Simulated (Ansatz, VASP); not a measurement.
# Cd in VASP and in Ansatz

POSCAR

```
Cd
1.0
    2.9790740465      0.0000000000      0.0000000000
   -1.4895370232      2.5799538040      0.0000000000
    0.0000000000      0.0000000000     27.3874000000
Cd
5
Direct
    0.0000000000      0.0000000000      0.2921044076
    0.3333333340      0.6666666660      0.3960522040
    0.0000000000      0.0000000000      0.4999999997
    0.3333333340      0.6666666660      0.6039477960
    0.0000000000      0.0000000000      0.7078955924
```

Contents of INCAR.step1:

```
SYSTEM = Cd
  ALGO = Normal
  DIPOL = 0.5 0.5 0.500
  EDIFF = 1E-4
  ENCUT = 520
  GGA = PE
  IDIPOL = 3
  ISMEAR = -1
  LASPH = .TRUE.
  LCHARG = .FALSE.
  LDIPOL = .TRUE.
  LREAL = .FALSE.
  LWAVE = .TRUE.
  NBANDS = 38
  NELM = 100
  PREC = Accurate
  SIGMA = 0.1
```

File INCAR.step2:

```
SYSTEM = Cd
  ALGO = Normal
  DIPOL = 0.5 0.5 0.500
  EDIFF = 1E-7
  ENCUT = 520
  IDIPOL = 3
  ISIF = 2
  ISMEAR = -1
  ISTART = 1
  LASPH = .TRUE.
  LCHARG = .FALSE.
  LDIPOL = .TRUE.
  LMIXTAU = .TRUE.
  LREAL = .FALSE.
  LWAVE = .FALSE.
  METAGGA = R2SCAN
  NBANDS = 38
  NELM = 100
  PREC = Accurate
  SIGMA = 0.1
```

File KPOINTS:

```
k-points
0
G
  16 16 1
  0 0 0
```

Input for Ansatz:

```yaml
crystal:
  lattice:
    - [2.9790740465, 0.0, 0.0]
    - [-1.4895370232, 2.579953804, 0.0]
    - [0.0, 0.0, 27.3874]
  atoms:
    - { symbol: Cd, position: [0.0, 0.0, 0.2921044076] }
    - { symbol: Cd, position: [0.333333334, 0.666666666, 0.396052204] }
    - { symbol: Cd, position: [0.0, 0.0, 0.4999999997] }
    - { symbol: Cd, position: [0.333333334, 0.666666666, 0.603947796] }
    - { symbol: Cd, position: [0.0, 0.0, 0.7078955924] }
kpoints:
  mp_grid: { grid: [16, 16, 1] }
scf:
  occupations: { method: fermi_dirac, width: 0.1 }
hamiltonian:
  xc: r2scan
  pseudopotentials: { kind: paw }
output:
  forces: true
  stress: true
  eigenvalues: true
  populations: true
efield:
  axis: 3
  amplitude: 0
  dipole_correction: true
```

Alike in both runs: task single point; functional r2SCAN; k mesh 16 × 16 × 1; occupations fermi-dirac, width 0.1 eV; no spin polarisation.

|  | VASP | Ansatz |
| --- | --- | --- |
| version | VASP 6.6.1 | Ansatz 0.2.0 |
| potentials or method | VASP PAW PBE potentials, release 64 (Cd) | PAW with Ansatz's default frozen-core files, scalar-relativistic |
| plane-wave cutoff (eV) | 520 | 500 |
| valence electrons in the cell | 60 | 100 |

Ansatz gave:

| Item | Value |
| --- | --- |
| rms of the force components (eV/Å) | 0.020 |

Problem. What did VASP give for the same quantities?

Solution. rms of the force components (eV/Å): 0.018.

VASP's potentials were made for PBE, not for r2SCAN. Atom by atom the forces differ by 0.003 eV/Å (rms over components). The functional is the same, so the differences come from potentials, cutoffs and numerics. VASP's potentials hold 60 valence electrons a cell and Ansatz's 100, so a difference there can come from the potentials and not from the codes.
